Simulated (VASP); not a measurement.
**HF: single point with PBE**

The system is HF.

```
F H
1.0
     6.97953    0.00000    0.00000
     0.00000    6.97953    0.00000
     0.00000    0.00000    6.97953
F H
10 10
Direct
  0.56144 0.08632 0.26389
  0.59164 0.49532 0.66550
  0.25056 0.41547 0.36719
  0.67221 0.62971 0.36411
  0.94273 0.20668 0.41903
  0.93012 0.86605 0.97042
  0.20701 0.00858 0.15690
  0.38538 0.59659 0.10364
  0.88890 0.90167 0.61912
  0.36553 0.71213 0.76180
  0.44494 0.06164 0.20583
  0.61771 0.52777 0.53313
  0.27555 0.43835 0.23884
  0.59236 0.61533 0.25470
  0.05848 0.27649 0.42913
  0.90401 0.86774 0.83620
  0.08604 0.98073 0.09207
  0.37869 0.62556 0.96271
  0.89601 0.03018 0.56684
  0.46641 0.62374 0.71781
```

```json
{
  "Program": "VASP 6.6.1",
  "Task": "single point",
  "Functional": "PBE",
  "Potentials or basis": "VASP PAW PBE potentials, release 64 (F_h, H_h)",
  "Cutoff": "1010 eV",
  "k mesh": "1 × 1 × 1",
  "Occupations": "fermi-dirac, width 0.05 eV",
  "Spin": "no spin polarisation",
  "Dipole correction": "no",
  "Further INCAR settings": "LREAL = Auto; ALGO = Normal; EDIFF = 1e-06; NBANDS = 56"
}
```

The pressure is 0.8 GPa and the largest force is 1.801 eV/Å.

Forces in eV/Å, atoms in the order of the input:
```
F    0.900  0.255  0.326
F    0.472 -0.944  0.475
F   -0.501 -0.594  1.625
F    0.167 -0.003 -0.359
F   -0.493 -0.207  0.350
F   -0.107 -0.169  0.765
F   -0.725  0.067 -0.288
F    0.343  0.008 -0.950
F   -0.119  0.306 -0.041
F   -0.600  0.261  1.056
H   -0.923 -0.266 -0.330
H    0.303  0.196 -0.577
H    0.230  0.436 -1.144
H   -0.254  0.079 -0.151
H    0.471  0.248 -0.270
H    0.138  0.348 -0.613
H    0.796 -0.131  0.130
H   -0.237  0.461  0.525
H    0.126 -0.344 -0.183
H    0.012 -0.007 -0.346
```

Stress tensor (GPa, compression positive):
```
 0.80 -0.37 -0.82
-0.37  0.22  0.25
-0.82  0.25  1.32
```

Levels at points of the mesh, in eV from the Fermi level:
```csv
k point,band 38,band 39,band 40,band 41,band 42,band 43
"(0.00, 0.00, 0.00)",-1.73,-1.28,-1.25,5.42,8.05,8.58
```

It took 2.3 min on 1 thread of AMD EPYC 7R43 64-Core Processor (Zen 3) (shared host), peak memory 0.74 GiB.

Caveat: the k points lie up to 0.90 Å⁻¹ apart, too coarse for converged energies, forces and pressures; the atoms stand as in a frame of molecular dynamics.
